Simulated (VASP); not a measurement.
# CoPdO2 (R-3m) in VASP: a series of runs

The runs below take CoPdO2 through single point, with BLYP+D3(BJ)+U, revPBE+D3(BJ)+U.

Program: VASP 6.6.1. These are calculated values, not measurements. Logs are shortened: lines on timing, memory, paths and dates and some standing lists are left out, and cuts for length are marked.

**1. The cell of the first run**

The structure is trigonal, space group R-3m (No. 166). The conventional cell has a = 2.833 Å, b = 2.833 Å, c = 17.826 Å, α = 90.00°, β = 90.00°, γ = 120.00°. Within 2.5 Å of Co (site symmetry -3m) lie 6 O at 1.91 Å. Pd (site symmetry -3m) has 2 O at 1.99 Å within 2.6 Å. O (site symmetry 3m) has 3 Co at 1.91 Å and 1 Pd at 1.99 Å and 3 O at 2.55 Å within 2.6 Å.

**2. Single point, BLYP+D3(BJ)+U, collinear spin, zero start (10.32 Å³/atom)**

Input file INCAR:

```
SYSTEM = CoPdO2
PREC = Accurate
ENCUT = 520
EDIFF = 1E-6
ISMEAR = 0
SIGMA = 0.05
LREAL = .FALSE.
LASPH = .TRUE.
NELM = 150
ALGO = Normal
ISIF = 2
LWAVE = .FALSE.
LCHARG = .FALSE.
ISPIN = 2
MAGMOM = 0 0 0 0
LORBIT = 11
LMAXMIX = 4
LDAU = .TRUE.
LDAUTYPE = 2
LDAUL = 2 -1 -1
LDAUU = 3.3 0 0
LDAUJ = 0 0 0
LDAUPRINT = 1
GGA = B5
ALDAX = 1.0
AGGAX = 1.0
AGGAC = 1.0
ALDAC = 0.0
IVDW = 12
VDW_S6 = 1.0
VDW_S8 = 2.6996
VDW_A1 = 0.4298
VDW_A2 = 4.2359
NBANDS = 28
```

Input file KPOINTS:

```
regular mesh
0
G
  10 10 10
  0 0 0
```

Input file POSCAR:

```
CoPdO2
1.0
    1.4164288843      0.8177755979      5.9418645496
   -1.4164288843      0.8177755979      5.9418645496
    0.0000000000     -1.6355511951      5.9418645497
Co Pd O
1 1 2
Direct
    0.5000000000      0.5000000000      0.5000000000
    0.0000000000      0.0000000000      0.0000000000
    0.1118385400      0.1118385400      0.1118385400
    0.8881614600      0.8881614600      0.8881614600
```

Potentials or basis: VASP PAW PBE potentials, release 64 (Co, Pd, O).

On the command line:

```
> cat potpaw_PBE.64/Co/POTCAR potpaw_PBE.64/Pd/POTCAR potpaw_PBE.64/O/POTCAR > POTCAR
> mpirun -np 1 vasp_std > vasp.out
```

OUTCAR:

```text
SYSTEM = CoPdO2
   PREC = Accurate
   ENCUT = 520
   EDIFF = 1E-6
   ISMEAR = 0
   LREAL = .FALSE.
   LASPH = .TRUE.
   NELM = 150
   ISIF = 2
   ISPIN = 2
   LORBIT = 11
   GGA = B5
   IVDW = 12
 IVDW          = 12

 ion  position               nearest neighbor table
   1  0.500  0.500  0.500-   3 1.91   3 1.91   4 1.91   4 1.91   3 1.91   4 1.91
   2  0.000  0.000  0.000-   3 1.99   4 1.99
   3  0.112  0.112  0.112-   1 1.91   1 1.91   1 1.91   2 1.99
   4  0.888  0.888  0.888-   1 1.91   1 1.91   1 1.91   2 1.99

  LATTYP: Found a trigonal (rhomboedric) cell.
 ALAT       =     6.1628550233
 COS(alpha) =     0.8943533715

  Lattice vectors:

 A1 = (   1.4164288843,   0.8177755979,   5.9418645496)
 A2 = (  -1.4164288843,   0.8177755979,   5.9418645496)
 A3 = (   0.0000000000,  -1.6355511951,   5.9418645497)

Analysis of symmetry for initial positions (statically):
=====================================================================
 Subroutine PRICEL returns:
 Original cell was already a primitive cell.

 Routine SETGRP: Setting up the symmetry group for a
 trigonal (rhombohedral) supercell.

 Subroutine GETGRP returns: Found 12 space group operations
 (whereof 12 operations were pure point group operations)
 out of a pool of 12 trial point group operations.

The static configuration has the point symmetry D_3d.

Analysis of symmetry for dynamics (positions and initial velocities):
=====================================================================
 Subroutine PRICEL returns:
 Original cell was already a primitive cell.

 Routine SETGRP: Setting up the symmetry group for a
 trigonal (rhombohedral) supercell.

 Subroutine GETGRP returns: Found 12 space group operations
 (whereof 12 operations were pure point group operations)
 out of a pool of 12 trial point group operations.

The dynamic configuration has the point symmetry D_3d.

Analysis of structural, dynamic, and magnetic symmetry:
=====================================================================
 Subroutine PRICEL returns:
 Original cell was already a primitive cell.

 Routine SETGRP: Setting up the symmetry group for a
 trigonal (rhombohedral) supercell.

 Subroutine GETGRP returns: Found 12 space group operations
 (whereof 12 operations were pure point group operations)
 out of a pool of 12 trial point group operations.

The overall configuration has the point symmetry D_3d.

 Subroutine INISYM returns: Found 12 space group operations
 (whereof 12 operations are pure point group operations),
 and found     1 'primitive' translations

----------------------------------------------------------------------------------------

                                     Primitive cell

  volume of cell :      41.2955

  direct lattice vectors                    reciprocal lattice vectors
     1.416428884  0.817775598  5.941864550     0.353000426  0.203804891  0.056099113
    -1.416428884  0.817775598  5.941864550    -0.353000426  0.203804891  0.056099113
     0.000000000 -1.635551195  5.941864550     0.000000000 -0.407609782  0.056099113

  length of vectors
     6.162855023  6.162855023  6.162855023     0.411452118  0.411452118  0.411452118

  position of ions in fractional coordinates (direct lattice)
     0.500000000  0.500000000  0.500000000
     0.000000000  0.000000000  0.000000000
     0.111838540  0.111838540  0.111838540
     0.888161460  0.888161460  0.888161460

  ion indices of the primitive-cell ions
   primitive index   ion index
                 1           1
                 2           2
                 3           3
                 4           4

----------------------------------------------------------------------------------------

 KPOINTS: regular mesh

Automatic generation of k-mesh.
 Grid dimensions read from file:
 generate k-points for:   10   10   10

 Generating k-lattice:

  Cartesian coordinates                     Fractional coordinates (reciprocal lattice)
     0.035300043  0.020380489  0.005609911     0.100000000  0.000000000 -0.000000000
    -0.035300043  0.020380489  0.005609911     0.000000000  0.100000000 -0.000000000
     0.000000000 -0.040760978  0.005609911     0.000000000  0.000000000  0.100000000

  Length of vectors
     0.041145212  0.041145212  0.041145212

  Shift w.r.t. Gamma in fractional coordinates (k-lattice)
     0.000000000  0.000000000  0.000000000

 Subroutine IBZKPT returns following result:
 ===========================================

 Found    116 irreducible k-points:

 Following reciprocal coordinates:
            Coordinates               Weight
  0.000000  0.000000  0.000000      1.000000
  0.100000 -0.000000 -0.000000      6.000000
  0.200000 -0.000000 -0.000000      6.000000
  0.300000  0.000000 -0.000000      6.000000
  0.400000  0.000000 -0.000000      6.000000
  0.500000  0.000000 -0.000000      3.000000
[... 16 lines left out ...]
  0.300000  0.300000 -0.000000      6.000000
  0.400000  0.300000 -0.000000     12.000000
 [... further k-points ...]
   k-points           NKPTS =    116   k-points in BZ     NKDIM =    116   number of bands    NBANDS=     28
   number of dos      NEDOS =    301   number of ions     NIONS =      4
   total plane-waves  NPLWV = 110592
   dimension x,y,z NGX =    48 NGY =   48 NGZ =   48
   dimension x,y,z NGXF=    96 NGYF=   96 NGZF=   96
   ions per type =               1   1   2
   NGX,Y,Z   is equivalent  to a cutoff of  12.95, 12.95, 12.95 a.u.
   NGXF,Y,Z  is equivalent  to a cutoff of  25.90, 25.90, 25.90 a.u.
 SYSTEM =  CoPdO2
   PREC   = accura    normal or accurate (medium, high low for compatibility)
   ISTART =      0    job   : 0-new  1-cont  2-samecut
   ICHARG =      2    charge: 1-file 2-atom 10-const
   ISPIN  =      2    spin polarized calculation?
   LNONCOLLINEAR =      F non collinear calculations
   LSORBIT =      F    spin-orbit coupling
   LASPH  =      T    aspherical Exc in radial PAW
   ENCUT  =  520.0 eV  38.22 Ry    6.18 a.u.  11.46 11.46 11.46*2*pi/ulx,y,z
   NELM   =    150;   NELMIN=  2; NELMDL= -5     # of ELM steps
   EDIFF  = 0.1E-05   stopping-criterion for ELM
   LREAL  =      F    real-space projection
   EDIFFG = 0.1E-04   stopping-criterion for IOM
   NSW    =      0    number of steps for IOM
   IBRION =     -1    ionic relax: 0-MD 1-quasi-New 2-CG
   NFREE  =      0    steps in history (QN), initial steepest desc. (CG)
   ISIF   =      2    stress and relaxation
   ISYM   =      2    0-nonsym 1-usesym 2-fastsym
   POTIM  = 0.5000    time-step for ionic-motion
   TEBEG  =    0.0;   TEEND  =   0.0 temperature during run
   PSTRESS=    0.0 pullay stress
   NELECT =      31.0000    total number of electrons
   NUPDOWN=      -1.0000    fix difference up-down
   EMIN   =  10.00;   EMAX   =-10.00  energy-range for DOS
   EFERMI =   0.00;   METHOD = LEGACY
   ISMEAR =     0;   SIGMA  =   0.05  broadening in eV -4-tet -1-fermi 0-gaus
   EFERMI_NEDOS =   21; number of points for ismear=-14 and -15
   IALGO  =     38    algorithm
   IMIX   =      4    mixing-type and parameters
     AMIX     =   0.40;   BMIX     =  1.00
     AMIX_MAG =   1.60;   BMIX_MAG =  1.00
  volume/ion in A,a.u.               =      10.32        69.67
  Fermi-wavevector in a.u.,A,eV,Ry     =   1.487857  2.811641 30.119454  2.213717
  Thomas-Fermi vector in A             =   2.600965
   LORBIT       =     11    0 simple, 1 ext, 2 COOP (PROOUT), +10 PAW based schemes
 LDA+U is selected, type is set to LDAUTYPE =  2
   angular momentum for each species LDAUL =     2   -1   -1
   U (eV)           for each species LDAUU =   3.3  0.0  0.0
   J (eV)           for each species LDAUJ =   0.0  0.0  0.0
   GGA     = B5    functional components
   LHFCALC =     F    Hartree Fock is set to
   AEXX    =    0.0000 exact exchange contribution
   IVDW    =    12    specifies the selected vdW correction
   LEPSILON=     F    determine dielectric tensor
   LRPA    =     F    only Hartree local field effects (RPA)
 spin polarized calculation
 Gauss-broadening in eV      SIGMA  =   0.05
  energy-cutoff  :      520.00
  volume of cell :       41.30
 maximum number of plane-waves:      1130
 NGX is ok and might be reduce to    48
   NGX = 23   NGY = 23   NGZ = 23

 number of electron      30.9999997 magnetization      -0.0000014

atom =   1  type =  1  l = 2

 onsite density matrix

spin component  1

  0.7785 -0.0000  0.0000  0.2702 -0.0000
 -0.0000  0.5831  0.0000  0.0000  0.2702
  0.0000  0.0000  0.9700 -0.0000  0.0000
  0.2702  0.0000 -0.0000  0.5831 -0.0000
 -0.0000  0.2702  0.0000 -0.0000  0.7785

spin component  2

  0.7785 -0.0000  0.0000  0.2702 -0.0000
 -0.0000  0.5831  0.0000  0.0000  0.2702
  0.0000  0.0000  0.9700 -0.0000  0.0000
  0.2702  0.0000 -0.0000  0.5831 -0.0000
 -0.0000  0.2702  0.0000 -0.0000  0.7785

 occupancies and eigenvectors

  o =  0.3935  v =  0.0000  0.0000  0.0000  0.0000  0.0000  0.5745  0.0000 -0.0000 -0.8185  0.0000      0.0000  0.0000  0.0000  0.0000  0.0000  0.0000  0.0000  0.0000  0.0000  0.0000
  o =  0.3935  v =  0.0000  0.0000  0.0000  0.0000  0.0000  0.0000 -0.8185  0.0000  0.0000  0.5745      0.0000  0.0000  0.0000  0.0000  0.0000  0.0000  0.0000  0.0000  0.0000  0.0000
  o =  0.3935  v =  0.5745  0.0000 -0.0000 -0.8185  0.0000  0.0000  0.0000  0.0000  0.0000  0.0000      0.0000  0.0000  0.0000  0.0000  0.0000  0.0000  0.0000  0.0000  0.0000  0.0000
  o =  0.3935  v =  0.0000 -0.8185  0.0000  0.0000  0.5745  0.0000  0.0000  0.0000  0.0000  0.0000      0.0000  0.0000  0.0000  0.0000  0.0000  0.0000  0.0000  0.0000  0.0000  0.0000
  o =  0.9681  v = -0.8185  0.0000 -0.0000 -0.5745  0.0000  0.0000  0.0000  0.0000  0.0000  0.0000      0.0000  0.0000  0.0000  0.0000  0.0000  0.0000  0.0000  0.0000  0.0000  0.0000
  o =  0.9681  v =  0.0000 -0.5745  0.0000 -0.0000 -0.8185  0.0000  0.0000  0.0000  0.0000  0.0000      0.0000  0.0000  0.0000  0.0000  0.0000  0.0000  0.0000  0.0000  0.0000  0.0000
  o =  0.9681  v =  0.0000  0.0000  0.0000  0.0000  0.0000 -0.8185  0.0000 -0.0000 -0.5745  0.0000      0.0000  0.0000  0.0000  0.0000  0.0000  0.0000  0.0000  0.0000  0.0000  0.0000
  o =  0.9681  v =  0.0000  0.0000  0.0000  0.0000  0.0000  0.0000 -0.5745  0.0000 -0.0000 -0.8185      0.0000  0.0000  0.0000  0.0000  0.0000  0.0000  0.0000  0.0000  0.0000  0.0000
  o =  0.9700  v =  0.0000  0.0000  0.0000  0.0000  0.0000  0.0000 -0.0000 -1.0000 -0.0000 -0.0000      0.0000  0.0000  0.0000  0.0000  0.0000  0.0000  0.0000  0.0000  0.0000  0.0000
  o =  0.9700  v =  0.0000 -0.0000 -1.0000 -0.0000 -0.0000  0.0000  0.0000  0.0000  0.0000  0.0000      0.0000  0.0000  0.0000  0.0000  0.0000  0.0000  0.0000  0.0000  0.0000  0.0000

 number of electron      30.9999997 magnetization       0.0000000

 Free energy of the ion-electron system (eV)
  ---------------------------------------------------
  ext. energy  EPLUGINS =         0.00000000
  ---------------------------------------------------
  free energy    TOTEN  =       -21.67532534 eV

  energy without entropy =      -21.67213854  energy(sigma->0) =      -21.67373194

 E-fermi :   8.1049     XC(G=0): -11.8749

 val. band max:        8.1047722049   @ k =  -0.2000   0.2000   0.2000
 cond. band min:       8.1084177726   @ k =  -0.4000   0.3000   0.2000
 fundamental gap:      0.0036455677
 Fermi energy:         8.1049135264

 spin component 1

 k-point     1 :       0.0000    0.0000    0.0000
  band No.  band energies     occupation
      1     -12.5058      1.00000
      2     -10.6944      1.00000
      3      -0.4367      1.00000
      4       2.2709      1.00000
      5       2.2709      1.00000
      6       3.0476      1.00000
[... 1433 lines left out ...]
     26      24.6934      0.00000
     27      26.3764      0.00000

 [... further k-points ...]

 [bands above 27 left out]

------------------------ aborting loop because EDIFF is reached ----------------------------------------

 Edisp (eV)   -2.50916

 E8    (eV) :    -1.7555

  FORCE on cell =-STRESS in cart. coord.  units (eV):
  Direction    XX          YY          ZZ          XY          YZ          ZX
  --------------------------------------------------------------------------------------
  -------------------------------------------------------------------------------------
  Total       0.84253     0.84253     1.15325     0.00000     0.00000    -0.00000
  in kB      32.68823    32.68823    44.74369     0.00000     0.00000    -0.00000
  external pressure =       36.71 kB  Pullay stress =        0.00 kB

 VOLUME and BASIS-vectors are now :
 -----------------------------------------------------------------------------
  energy-cutoff  :      520.00
  volume of cell :       41.30
      direct lattice vectors                 reciprocal lattice vectors
     1.416428884  0.817775598  5.941864550     0.353000426  0.203804891  0.056099113
    -1.416428884  0.817775598  5.941864550    -0.353000426  0.203804891  0.056099113
     0.000000000 -1.635551195  5.941864550     0.000000000 -0.407609782  0.056099113

 POSITION                                       TOTAL-FORCE (eV/Angst)
 -----------------------------------------------------------------------------------
      0.00000      0.00000      8.91280         0.000000      0.000000     -0.000000
      0.00000      0.00000      0.00000         0.000000      0.000000     -0.000000
      0.00000      0.00000      1.99359         0.000000      0.000000      0.049003
      0.00000      0.00000     15.83201         0.000000     -0.000000     -0.049003
 -----------------------------------------------------------------------------------
    total drift:                                0.000000     -0.000000      0.000000

  FREE ENERGIE OF THE ION-ELECTRON SYSTEM (eV)
  ---------------------------------------------------
  free  energy   TOTEN  =       -24.1844850478 eV

  energy  without entropy=      -24.1812982525  energy(sigma->0) =      -24.18289165

 total charge

# of ion       s       p       d       tot
------------------------------------------
    1        0.419   0.648   7.350   8.417
    2        0.468   0.463   8.475   9.405
    3        1.551   3.480   0.000   5.031
    4        1.551   3.480   0.000   5.031
--------------------------------------------------
tot          3.989   8.070  15.825  27.884

 magnetization (x)

# of ion       s       p       d       tot
------------------------------------------
    1        0.000  -0.000   0.000   0.000
    2        0.000   0.000   0.000   0.000
    3       -0.000  -0.000   0.000  -0.000
    4       -0.000  -0.000   0.000  -0.000
--------------------------------------------------
tot          0.000  -0.000   0.000   0.000
```

Wall time 14 min (1 thread of AMD EPYC 9R45 (Zen 5), shared host); peak memory 0.52 GiB.

Results:

| Item | Value |
| --- | --- |
| Free energy | -24.1845 eV |
| Pressure | 3.7 GPa |
| Largest force | 0.049 eV/Å |
| Net moment | 0.00 μB per cell |
| Valence electrons inside the program's atomic spheres | Co 8.42; Pd 9.40; O 5.03 |
| Dispersion energy per atom | -0.627 eV |

Forces in eV/Å, atoms in the order of the input:
```
Co   0.000  0.000  0.000
Pd   0.000  0.000  0.000
O    0.000  0.000  0.049
O    0.000  0.000 -0.049
```

Eigenvalues of the final occupation matrices:
```tsv
site	spin	trace	eigenvalues
site 1 d	1	3.69	0.39 0.39 0.97 0.97 0.97
site 1 d	2	3.69	0.39 0.39 0.97 0.97 0.97
```

Caveat: the cell stands under pressure; the PAW data sets were made with another functional, which shifts forces and pressure a little.

**3. Single point, revPBE+D3(BJ)+U, collinear spin, zero start (10.75 Å³/atom)**

This run uses another cell than the first one, of 10.75 Å³/atom.

Input file INCAR:

```
PREC     = Accurate       # precision mode
ENCUT    = 520            # plane-wave cutoff, eV
EDIFF    = 1E-6           # SCF threshold, eV
ISMEAR   = 0              # smearing method
SIGMA    = 0.05           # smearing width, eV
LREAL    = F              # projectors in reciprocal space
LASPH    = T              # aspherical terms in the spheres
NELM     = 150            # most SCF steps
ALGO     = Normal         # electronic algorithm
ISIF     = 2              # what is computed and relaxed
LWAVE    = F              # write WAVECAR
LCHARG   = F              # write CHGCAR
ISPIN    = 2              # spin polarisation
MAGMOM   = 0 0 0 0        # initial moments
LORBIT   = 11             # projections on sites
LMAXMIX  = 4              # l up to which the mixer works
LDAU     = T              # DFT+U
LDAUTYPE = 2            
LDAUL    = 2 -1 -1        # shell
LDAUU    = 3.3 0 0        # U, eV
LDAUJ    = 0 0 0        
LDAUPRINT= 1            
GGA      = RE             # functional
IVDW     = 12             # dispersion correction
NBANDS   = 28             # bands
```

Input file KPOINTS:

```
Automatic mesh
0
Gamma
  10 10 10
```

Input file POSCAR:

```
CoPdO2
1.0
    1.4409070099      0.8319080503      5.9761470332
   -1.4409070099      0.8319080503      5.9761470332
    0.0000000000     -1.6638160999      5.9761470333
Co Pd O
1 1 2
Direct
    0.5000000000      0.5000000000      0.5000000000
    0.0000000000      0.0000000000      0.0000000000
    0.1123213590      0.1123213590      0.1123213590
    0.8876786410      0.8876786410      0.8876786410
```

Potentials or basis: VASP PAW PBE potentials, release 64 (Co, Pd, O).

On the command line:

```
> cat potpaw_PBE.64/Co/POTCAR potpaw_PBE.64/Pd/POTCAR potpaw_PBE.64/O/POTCAR > POTCAR
> mpirun -np 1 vasp_std > vasp.out
```

Wall time 8.5 min (1 thread of Intel Xeon 6975P-C (Granite Rapids), shared host); peak memory 0.56 GiB.

It converged, with:

```yaml
Free_energy: -24.0273 eV
Pressure: -8.3 GPa
Largest_force: 0.063 eV/Å
Net_moment: 0.00 μB per cell
Valence_electrons_inside_the_program's_atomic_spheres: Co 8.33; Pd 9.33; O 5.00
Dispersion_energy_per_atom: -0.543 eV
```

Forces in eV/Å, atoms in the order of the input:
```
Co   0.000  0.000  0.000
Pd   0.000  0.000  0.000
O    0.000  0.000  0.063
O    0.000  0.000 -0.063
```

Stress tensor (GPa, compression positive):
```
-8.56  0.00  0.00
 0.00 -8.56  0.00
 0.00  0.00 -7.80
```

Levels at points of the mesh, in eV from the Fermi level:
Spin up:
| k point | band 12 | band 13 | band 14 | band 15 | band 16 | band 17 | band 18 | band 19 | band 20 | band 21 |
| --- | --- | --- | --- | --- | --- | --- | --- | --- | --- | --- |
| (0.00, 0.00, 0.00) | -2.36 | -2.36 | -2.04 | -1.41 | -1.41 | 2.30 | 2.30 | 2.93 | 6.63 | 9.31 |
| (0.50, 0.00, 0.00) | -1.98 | -1.90 | -1.21 | -0.36 | 0.83 | 1.59 | 1.97 | 3.62 | 8.24 | 10.71 |
| (0.50, 0.50, 0.00) | -2.27 | -1.71 | -1.64 | -0.36 | 0.31 | 2.16 | 2.25 | 3.66 | 8.93 | 9.92 |
| (0.50, 0.50, 0.50) | -2.38 | -2.38 | -1.55 | -0.65 | -0.65 | 2.04 | 2.04 | 4.21 | 5.40 | 9.53 |
Spin down:
| k point | band 12 | band 13 | band 14 | band 15 | band 16 | band 17 | band 18 | band 19 | band 20 | band 21 |
| --- | --- | --- | --- | --- | --- | --- | --- | --- | --- | --- |
| (0.00, 0.00, 0.00) | -2.36 | -2.36 | -2.04 | -1.41 | -1.41 | 2.30 | 2.30 | 2.93 | 6.63 | 9.31 |
| (0.50, 0.00, 0.00) | -1.98 | -1.90 | -1.21 | -0.36 | 0.83 | 1.59 | 1.97 | 3.62 | 8.24 | 10.71 |
| (0.50, 0.50, 0.00) | -2.27 | -1.71 | -1.64 | -0.36 | 0.31 | 2.16 | 2.25 | 3.66 | 8.93 | 9.92 |
| (0.50, 0.50, 0.50) | -2.38 | -2.38 | -1.55 | -0.65 | -0.65 | 2.04 | 2.04 | 4.21 | 5.40 | 9.53 |

Eigenvalues of the final occupation matrices:
| site | spin | trace | eigenvalues |
| --- | --- | --- | --- |
| site 1 d | 1 | 3.67 | 0.39 0.39 0.96 0.96 0.97 |
| site 1 d | 2 | 3.67 | 0.39 0.39 0.96 0.96 0.97 |

Caveat: the cell stands under tension; the PAW data sets were made with another functional, which shifts forces and pressure a little.
